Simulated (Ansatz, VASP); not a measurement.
**HgRu in VASP and in Ansatz**

```
CELL_PARAMETERS angstrom
0.00000 2.72248 2.72248
2.72248 0.00000 2.72248
2.72248 2.72248 0.00000
ATOMIC_POSITIONS crystal
Hg 0.00000 0.00000 0.00000
Ru 0.50000 0.50000 0.50000
```

Change from the starting cell: species swapped into the SnTe type (Fm-3m, No. 225).

Alike in both runs: task relaxation of cell and atoms; functional PBE; k mesh 18 × 18 × 18; occupations gaussian, width 0.1 eV; no spin polarisation.

```csv
,VASP,Ansatz
version,VASP 6.6.1,Ansatz 0.2.0
potentials or method,"VASP PAW PBE potentials, release 64 (Hg, Ru_pv), cutoff 600 eV","scalar-relativistic, plane waves, PAW"
valence electrons in the cell,26,36
```

VASP gave:

```
gap on the k mesh at the Fermi level, each at its own relaxed structure (eV) : none
relaxed volume (Å³/atom)                                                     : 19.98
relaxed length of the cell vector where the two differ most in proportion (Å)              : 3.837
```

Q: Which values does Ansatz return?

A: gap on the k mesh at the Fermi level, each at its own relaxed structure (eV): none; relaxed volume (Å³/atom): 19.83; relaxed length of the cell vector where the two differ most in proportion (Å): 3.828.

A gap of «none» marks a metal or a gap that the smearing closes. VASP's potentials hold 26 valence electrons a cell and Ansatz's 36, so a difference there can come from the potentials and not from the codes.

Spin-orbit coupling is off throughout.
